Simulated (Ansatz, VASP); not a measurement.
**GeCN2: VASP beside Ansatz**

File INCAR:

```
SYSTEM = GeCN2
PREC     = Accurate       ! precision mode
ENCUT    = 520            ! plane-wave cutoff, eV
EDIFF    = 1E-6           ! SCF threshold, eV
ISMEAR   = -1             ! smearing method
SIGMA    = 0.05           ! smearing width, eV
LREAL    = .FALSE.        ! projectors in reciprocal space
LASPH    = .TRUE.         ! aspherical terms in the spheres
NELM     = 100            ! most SCF steps
ALGO     = Normal         ! electronic algorithm
ISIF     = 2              ! what is computed and relaxed
LWAVE    = .FALSE.        ! write WAVECAR
LCHARG   = .FALSE.        ! write CHGCAR
NBANDS   = 22             ! bands
```

The input KPOINTS:

```
Automatic mesh
0
G
  9 9 9
  0 0 0
```

Contents of POSCAR:

```
GeCN2
1.0
    1.7937903697      1.0356453528      4.9219572124
   -1.7937903697      1.0356453528      4.9219572124
    0.0000000000     -2.0712907056      4.9219572124
Ge N C
1 2 1
Direct
    0.0000000000      0.0000000000      0.0000000000
    0.5839044000      0.5839044000      0.5839044000
    0.4160956000      0.4160956000      0.4160956000
    0.5000000000      0.5000000000      0.5000000000
```

File input.yaml:

```yaml
crystal:
  lattice:
    - [1.7937903697, 1.0356453528, 4.9219572124]
    - [-1.7937903697, 1.0356453528, 4.9219572124]
    - [0.0, -2.0712907056, 4.9219572124]
  atoms:
    - { symbol: Ge, position: [0.0, 0.0, 0.0] }
    - { symbol: "N", position: [0.5839044, 0.5839044, 0.5839044] }
    - { symbol: "N", position: [0.4160956, 0.4160956, 0.4160956] }
    - { symbol: C, position: [0.5, 0.5, 0.5] }
hamiltonian:
  xc: lda
  pseudopotentials: { kind: paw }
kpoints:
  mp_grid: { grid: [9, 9, 9] }
scf:
  occupations: { method: fermi_dirac, width: 0.05 }
output:
  forces: true
  stress: true
  eigenvalues: true
  write_density: true
  write_potential: true
  elf: true
  volumetric_format: npy
```

Alike in both runs: task single point; functional LDA; k mesh 9 × 9 × 9; occupations fermi-dirac, width 0.05 eV; no spin polarisation.

|  | VASP | Ansatz |
| --- | --- | --- |
| version | VASP 6.6.1 | Ansatz 0.2.0 |
| potentials or method | VASP PAW LDA potentials, release 64 (Ge_d, N, C) | Ansatz PAW |
| plane-wave cutoff (eV) | 520 | 420 |
| valence electrons in the cell | 28 | 28 |

Ansatz gave:

| Property | Result |
| --- | --- |
| gap on the k mesh at the Fermi level (eV) | 0.97 |
| least direct gap on the mesh (eV) | 1.78 |
| pressure (GPa) | -6.7 |
| traceless stress, the component that is largest in VASP (GPa) | -2.29 |
| rms of the force components (eV/Å) | 0.135 |

Problem. What did VASP give for the same quantities?

Solution. gap on the k mesh at the Fermi level (eV): 0.95; least direct gap on the mesh (eV): 1.75; pressure (GPa): -6.4; traceless stress, the component that is largest in VASP (GPa): -1.49; rms of the force components (eV/Å): 0.076.

LDA's correlation is that of Perdew and Zunger in VASP and of Perdew and Wang (1992) in Ansatz. Atom by atom the forces differ by 0.060 eV/Å (rms over components).

Noted on VASP's run: the standard files for N, O and F lose accuracy on very short bonds. Noted on Ansatz's run: odd divisions of the mesh miss points on the zone boundary, where band edges often lie, so the gap on the mesh can be too wide.
